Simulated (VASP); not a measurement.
# Ge3Rh (Pm-3n) in VASP: single point with PBE

Aim: the single point of Ge3Rh with PBE.

All numbers are computed with VASP 6.6.1; they aren't measurements. Logs are shortened: lines on timing, memory, paths and dates and some standing lists are left out, and cuts for length are marked.

**1. The cell of the first run**

The structure is cubic, space group Pm-3n (No. 223). The conventional cell has a = 5.448 Å, b = 5.448 Å, c = 5.448 Å, α = 90.00°, β = 90.00°, γ = 90.00°. Ge (site symmetry -4m2) has 10 Ge at 2.72 to 3.34 Å and 4 Rh at 3.05 Å within 3.6 Å. Within 4.0 Å of Rh (site symmetry m-3) lie 12 Ge at 3.05 Å.

The cell was built from a structure type or drawn by symmetry, and may not be a known phase.

**2. Single point, PBE**

Contents of INCAR:

```
SYSTEM = Ge3Rh
PREC = Accurate ; ENCUT = 520
EDIFF = 1E-6 ; ISMEAR = 0
SIGMA = 0.1 ; LREAL = .False.
LASPH = .True. ; NELM = 100
ALGO = Normal ; ISIF = 2
LWAVE = .False. ; LCHARG = .False.
GGA = PE ; NBANDS = 67
```

Contents of KPOINTS:

```
Automatic mesh
0
Gamma
  4 4 4
  0 0 0
```

Contents of POSCAR:

```
Ge3Rh
1.0
    5.4480765000      0.0000000000      0.0000000000
    0.0000000000      5.4480765000      0.0000000000
    0.0000000000      0.0000000000      5.4480765000
Ge Rh
6 2
Direct
    0.2500000000      0.0000000000      0.5000000000
    0.5000000000      0.7500000000      0.0000000000
    0.7500000000      0.0000000000      0.5000000000
    0.5000000000      0.2500000000      0.0000000000
    0.0000000000      0.5000000000      0.7500000000
    0.0000000000      0.5000000000      0.2500000000
    0.0000000000      0.0000000000      0.0000000000
    0.5000000000      0.5000000000      0.5000000000
```

Potentials or basis: VASP PAW PBE potentials, release 64 (Ge_d, Rh_pv).

On the command line:

```sh
> cat potpaw_PBE.64/Ge_d/POTCAR potpaw_PBE.64/Rh_pv/POTCAR > POTCAR
> mpirun -np 1 vasp_std > vasp.out
```

OUTCAR:

```text
SYSTEM = Ge3Rh
   PREC = Accurate
   ENCUT = 520
   EDIFF = 1E-6
   ISMEAR = 0
   LREAL = .False.
   LASPH = .True.
   NELM = 100
   ISIF = 2
   GGA = PE

 ion  position               nearest neighbor table
   1  0.250  0.000  0.500-   3 2.72   3 2.72   8 3.05   7 3.05   8 3.05   7 3.05
   2  0.500  0.750  0.000-   4 2.72   4 2.72   8 3.05   8 3.05   7 3.05   7 3.05
   3  0.750  0.000  0.500-   1 2.72   1 2.72   8 3.05   7 3.05   8 3.05   7 3.05
   4  0.500  0.250  0.000-   2 2.72   2 2.72   8 3.05   8 3.05   7 3.05   7 3.05
   5  0.000  0.500  0.750-   6 2.72   6 2.72   8 3.05   7 3.05   7 3.05   8 3.05
   6  0.000  0.500  0.250-   5 2.72   5 2.72   8 3.05   7 3.05   7 3.05   8 3.05
   7  0.000  0.000  0.000-   1 3.05   2 3.05   3 3.05   4 3.05   5 3.05   6 3.05   1 3.05   3 3.05
                             5 3.05   6 3.05   2 3.05   4 3.05
   8  0.500  0.500  0.500-   1 3.05   2 3.05   3 3.05   4 3.05   5 3.05   6 3.05   2 3.05   4 3.05
                             1 3.05   3 3.05   5 3.05   6 3.05

  LATTYP: Found a simple cubic cell.
 ALAT       =     5.4480765000

  Lattice vectors:

 A1 = (   5.4480765000,   0.0000000000,   0.0000000000)
 A2 = (   0.0000000000,   5.4480765000,   0.0000000000)
 A3 = (   0.0000000000,   0.0000000000,   5.4480765000)

Analysis of symmetry for initial positions (statically):
=====================================================================
 Subroutine PRICEL returns:
 Original cell was already a primitive cell.

 Routine SETGRP: Setting up the symmetry group for a
 simple cubic supercell.

 Subroutine GETGRP returns: Found 48 space group operations
 (whereof 24 operations were pure point group operations)
 out of a pool of 48 trial point group operations.

The static configuration has the point symmetry T_h .
 The point group associated with its full space group is O_h .

Analysis of symmetry for dynamics (positions and initial velocities):
=====================================================================
 Subroutine PRICEL returns:
 Original cell was already a primitive cell.

 Routine SETGRP: Setting up the symmetry group for a
 simple cubic supercell.

 Subroutine GETGRP returns: Found 48 space group operations
 (whereof 24 operations were pure point group operations)
 out of a pool of 48 trial point group operations.

The dynamic configuration has the point symmetry T_h .
[... 94 lines left out ...]
   LASPH  =      T    aspherical Exc in radial PAW
   ENCUT  =  520.0 eV  38.22 Ry    6.18 a.u.  10.13 10.13 10.13*2*pi/ulx,y,z
   NELM   =    100;   NELMIN=  2; NELMDL= -5     # of ELM steps
   EDIFF  = 0.1E-05   stopping-criterion for ELM
   LREAL  =      F    real-space projection
[... 7 lines left out ...]
   TEBEG  =    0.0;   TEEND  =   0.0 temperature during run
   PSTRESS=    0.0 pullay stress
   NELECT =     114.0000    total number of electrons
   NUPDOWN=      -1.0000    fix difference up-down
   EMIN   =  10.00;   EMAX   =-10.00  energy-range for DOS
   EFERMI =   0.00;   METHOD = LEGACY
   ISMEAR =     0;   SIGMA  =   0.10  broadening in eV -4-tet -1-fermi 0-gaus
   EFERMI_NEDOS =   21; number of points for ismear=-14 and -15
   IALGO  =     38    algorithm
   IMIX   =      4    mixing-type and parameters
     AMIX     =   0.40;   BMIX     =  1.00
     AMIX_MAG =   1.60;   BMIX_MAG =  1.00
  volume/ion in A,a.u.               =      20.21       136.41
  Fermi-wavevector in a.u.,A,eV,Ry     =   1.457024  2.753375 28.884050  2.122918
  Thomas-Fermi vector in A             =   2.573873
   LORBIT       =      0    0 simple, 1 ext, 2 COOP (PROOUT), +10 PAW based schemes
   GGA     = PE    functional components
   LHFCALC =     F    Hartree Fock is set to
   AEXX    =    0.0000 exact exchange contribution
   IVDW    =     0    specifies the selected vdW correction
   LEPSILON=     F    determine dielectric tensor
   LRPA    =     F    only Hartree local field effects (RPA)
 non-spin polarized calculation
 Gauss-broadening in eV      SIGMA  =   0.10
  energy-cutoff  :      520.00
  volume of cell :      161.71
 maximum number of plane-waves:      4388
 NGX is ok and might be reduce to    42
   NGX = 21   NGY = 21   NGZ = 21

 number of electron     114.0000142 magnetization

 Free energy of the ion-electron system (eV)
  ---------------------------------------------------
  ext. energy  EPLUGINS =         0.00000000
  ---------------------------------------------------
  free energy    TOTEN  =       -39.86454134 eV

  energy without entropy =      -39.83439195  energy(sigma->0) =      -39.84946665

 E-fermi :   6.1373     XC(G=0): -11.1127

 val. band max:        6.0405546348   @ k =   0.5000   0.0000   0.0000
 cond. band min:       6.1488632820   @ k =   0.2500   0.2500   0.0000
 fundamental gap:      0.1083086472
 Fermi energy:         6.1373294357

 k-point     1 :       0.0000    0.0000    0.0000
  band No.  band energies     occupation
      1     -39.5407      2.00000
      2     -39.5407      2.00000
      3     -39.5407      2.00000
      4     -39.5403      2.00000
      5     -39.5403      2.00000
      6     -39.5403      2.00000
[... 689 lines left out ...]
     66       8.9592      0.00000
     67      10.2544      0.00000

------------------------ aborting loop because EDIFF is reached ----------------------------------------

  FORCE on cell =-STRESS in cart. coord.  units (eV):
  Direction    XX          YY          ZZ          XY          YZ          ZX
  --------------------------------------------------------------------------------------
  -------------------------------------------------------------------------------------
  Total      -12.2406213    -12.2406213    -12.2406213      0.0000000     -0.0000000      0.0000000
  in kB     -121.2786777   -121.2786777   -121.2786777      0.0000000     -0.0000000      0.0000000
  external PRESSURE =    -121.2786777 kB  Pullay stress =       0.0000000 kB

 VOLUME and BASIS-vectors are now :
 -----------------------------------------------------------------------------
  energy-cutoff  :      520.00
  volume of cell :      161.71
      direct lattice vectors                 reciprocal lattice vectors
     5.448076500  0.000000000  0.000000000     0.183551020  0.000000000  0.000000000
     0.000000000  5.448076500  0.000000000     0.000000000  0.183551020  0.000000000
     0.000000000  0.000000000  5.448076500     0.000000000  0.000000000  0.183551020

 POSITION                                       TOTAL-FORCE (eV/Angst)
 -----------------------------------------------------------------------------------
      1.36202      0.00000      2.72404        -0.000000     -0.000000     -0.000000
      2.72404      4.08606      0.00000        -0.000000      0.000000     -0.000000
      4.08606      0.00000      2.72404         0.000000      0.000000      0.000000
      2.72404      1.36202      0.00000         0.000000     -0.000000      0.000000
      0.00000      2.72404      4.08606        -0.000000     -0.000000     -0.000000
      0.00000      2.72404      1.36202        -0.000000     -0.000000      0.000000
      0.00000      0.00000      0.00000         0.000000      0.000000      0.000000
      2.72404      2.72404      2.72404         0.000000      0.000000      0.000000
 -----------------------------------------------------------------------------------
    total drift:                                0.000000     -0.000000     -0.000000

  FREE ENERGIE OF THE ION-ELECTRON SYSTEM (eV)
  ---------------------------------------------------
  free  energy   TOTEN  =       -39.8645413395 eV

  energy  without entropy=      -39.8343919520  energy(sigma->0) =      -39.84946665
```

stdout:

```text
POSCAR found type information on POSCAR GeRh
 POSCAR found :  2 types and       8 ions
 scaLAPACK will be used
 LDA part: xc-table for (Slater+PW92), standard interpolation
 POSCAR, INCAR and KPOINTS ok, starting setup
 FFT: planning ... GRIDC
 FFT: planning ... GRID_SOFT
 FFT: planning ... GRID
 WAVECAR not read
 entering main loop
```

Wall time 2.9 min (1 thread of AMD EPYC 7R13, shared host); peak memory 0.26 GiB.

Results:

```
Free energy            : -39.8645 eV
Pressure               : -12.1 GPa
Band gap on the k mesh : zero (bands 57 and 58 overlap by 1.21 eV)
```

Levels at points of the mesh, in eV from the Fermi level:
| k point | band 53 | band 54 | band 55 | band 56 | band 57 | band 58 | band 59 | band 60 | band 61 | band 62 |
| --- | --- | --- | --- | --- | --- | --- | --- | --- | --- | --- |
| (0.00, 0.00, 0.00) | -1.67 | -1.67 | -0.70 | -0.70 | -0.22 | -0.22 | 0.97 | 0.97 | 0.97 | 2.46 |
| (0.50, 0.00, 0.00) | -0.97 | -0.97 | -0.79 | -0.79 | -0.10 | -0.10 | 1.23 | 1.23 | 1.84 | 1.84 |
| (0.50, 0.50, 0.00) | -1.50 | -1.42 | -0.59 | -0.31 | -0.31 | 0.38 | 0.62 | 1.57 | 1.80 | 1.90 |
| (0.50, 0.50, 0.50) | -1.50 | -1.50 | 0.93 | 0.93 | 0.93 | 0.93 | 0.93 | 0.93 | 2.82 | 2.82 |

Caveat: the cell stands under tension.
